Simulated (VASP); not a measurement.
Write the native input for VASP 6.6.1 that does the following.

* Task: single point
* Functional: PBEsol
* Potentials or basis: VASP PAW PBE potentials, release 64 (Si, O)
* Cutoff: 520 eV
* k mesh: 4 × 4 × 6
* Occupations: gaussian, width 0.01 eV
* Spin: no spin polarisation
* Dipole correction: no
* Further INCAR settings: ALGO = Normal; EDIFF = 1e-07; NBANDS = 25

The structure of SiO2 (Stishovite) lies in POSCAR:

```
SiO2
1.0
    4.2322707776      0.0000000000      0.0000000000
    0.0000000000      4.2322707776      0.0000000000
    0.0000000000      0.0000000000      2.7002724431
Si O
2 4
Direct
    0.0000000000      0.0000000000      0.0000000000
    0.5000000000      0.5000000000      0.5000000000
    0.3059000000      0.3059000000      0.0000000000
    0.1941000000      0.8059000000      0.5000000000
    0.6941000000      0.6941000000      0.0000000000
    0.8059000000      0.1941000000      0.5000000000
```

These files were run (other wordings do the same):

INCAR

```
  PREC = Accurate
  ENCUT = 520
  EDIFF = 1E-7
  ISMEAR = 0
  SIGMA = 0.01
  LREAL = False
  LASPH = True
  NELM = 80
  ALGO = Normal
  ISIF = 2
  LWAVE = False
  LCHARG = True
  GGA = PS
  LELF = True
  LVHAR = True
  NBANDS = 25
```

KPOINTS

```
regular mesh
0
Gamma
  4 4 6
```

Potentials or basis: VASP PAW PBE potentials, release 64 (Si, O).

Command:

```sh
$ cat potpaw_PBE.64/Si/POTCAR potpaw_PBE.64/O/POTCAR > POTCAR
$ mpirun -np 1 vasp_std > vasp.out
```

It gave:

```json
{"Pressure": "-7.3 GPa", "Largest force": "0.168 eV/Å", "Band gap on the k mesh": "4.90 eV, direct"}
```

Caveat: the PAW data sets were made with another functional, which shifts forces and pressure a little.

Run time: 48 s on 1 thread of AMD EPYC 7R13, on a shared host, peak memory 0.13 GiB.
